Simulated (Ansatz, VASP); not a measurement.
# BN in VASP and in Ansatz

```xyz
2
Lattice="0.0045 1.8130 1.8130 1.8175 0.0000 1.8175 1.8130 1.8130 0.0045" Properties=species:S:1:pos:R:3 pbc="T T T"
B     0.0000    0.0000    0.0000
N     2.7263    2.7195    2.7263
```

Change from the starting cell: strain +0.0050 x Voigt [0, 0, 0, 0, 1, 0], atoms carried along.

Alike in both runs: task single point; functional r2SCAN; k mesh 12 × 12 × 12; occupations gaussian, width 0.05 eV; no spin polarisation.

```csv
,VASP,Ansatz
version,VASP 6.6.1,Ansatz 0.2.0
potentials or method,"VASP PAW PBE potentials, release 64 (B, N), cutoff 520 eV","scalar-relativistic, plane waves, PAW"
valence electrons in the cell,8,8
```

Ansatz gave:

* gap on the k mesh at the Fermi level (eV): 4.97
* least direct gap on the mesh (eV): 9.44
* pressure (GPa): -5.1
* traceless stress, the component that is largest in VASP (GPa): -2.26

Question: Which values does VASP return?

Answer: gap on the k mesh at the Fermi level (eV): 4.95; least direct gap on the mesh (eV): 9.40; pressure (GPa): -4.1; traceless stress, the component that is largest in VASP (GPa): -2.27.

VASP's potentials were made for PBE, not for r2SCAN.
